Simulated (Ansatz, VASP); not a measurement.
## ZnCd3Te2 in VASP and in Ansatz

```xyz
6
Lattice="7.5211 0.0000 0.0000 -3.7605 6.5134 0.0000 0.0000 0.0000 4.2370" Properties=species:S:1:pos:R:3 pbc="T T T"
Zn    0.0000    0.0000    0.0000
Cd    3.7605    0.0000    2.1185
Cd    1.8803    3.2567    2.1185
Cd   -1.8803    3.2567    2.1185
Te    0.0000    4.3423    0.0000
Te    3.7605    2.1711    0.0000
```

Change from the starting cell: species swapped into the CeB2Rh3 type (P6/mmm, No. 191).

Alike in both runs: functional PBE; k mesh 6 × 6 × 10; occupations gaussian, width 0.1 eV; no spin polarisation.

Ansatz relaxed the structure, and its values are those at the end. VASP's run is a single point on that final structure, the one shown.

|  | VASP | Ansatz |
| --- | --- | --- |
| version | VASP 6.6.1 | Ansatz 0.2.0 |
| potentials or method | VASP PAW PBE potentials, release 64 (Zn, Cd, Te), cutoff 520 eV | scalar-relativistic, plane waves, PAW |
| valence electrons in the cell | 60 | 104 |

Ansatz gave:

| Quantity | Value |
| --- | --- |
| gap on the k mesh at the Fermi level (eV) | none |
| pressure (GPa) | 0.0 |

Which values does VASP return?

gap on the k mesh at the Fermi level (eV): none; pressure (GPa): 0.1.

A gap of «none» marks a metal or a gap that the smearing closes. VASP's potentials hold 60 valence electrons a cell and Ansatz's 104, so a difference there can come from the potentials and not from the codes.

Spin-orbit coupling is off throughout.
